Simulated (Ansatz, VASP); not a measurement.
**BaTiO3 in VASP and in Ansatz**

```
Ba Ti O
1.0
     2.86037    1.65144    2.34605
    -2.86037    1.65144    2.34605
     0.00000   -3.30287    2.34605
Ba Ti O
1 1 3
Direct
  0.00268 0.00268 0.00268
  0.54308 0.54308 0.45225
  0.49032 0.49032 0.98258
  0.49032 0.98258 0.49032
  0.98258 0.49032 0.49032
```

Alike in both runs: task single point; functional PBE; k mesh 6 × 6 × 6; occupations gaussian, width 0.05 eV; no spin polarisation; Hubbard terms Ti d U = 4.0 eV.

|  | VASP | Ansatz |
| --- | --- | --- |
| version | VASP 6.6.1 | Ansatz 0.2.0 |
| potentials or method | VASP PAW PBE potentials, release 64 (Ba_sv, Ti_sv, O), cutoff 520 eV | scalar-relativistic, plane waves, PAW |
| valence electrons in the cell | 40 | 40 |

VASP gave:

* gap on the k mesh at the Fermi level (eV): 3.24
* least direct gap on the mesh (eV): 3.79
* pressure (GPa): 8.5
* traceless stress, the component that is largest in VASP (GPa): 3.80
* rms of the force components (eV/Å): 1.053

**Question.** What did Ansatz give for the same quantities?

**Answer.** gap on the k mesh at the Fermi level (eV): 3.25; least direct gap on the mesh (eV): 3.78; pressure (GPa): 4.7; traceless stress, the component that is largest in VASP (GPa): 3.74; rms of the force components (eV/Å): 0.767.

The programs project onto different local orbitals, so the same U acts differently, and such runs can settle in different states. Atom by atom the forces differ by 0.350 eV/Å (rms over components).

Spin-orbit coupling is off throughout.
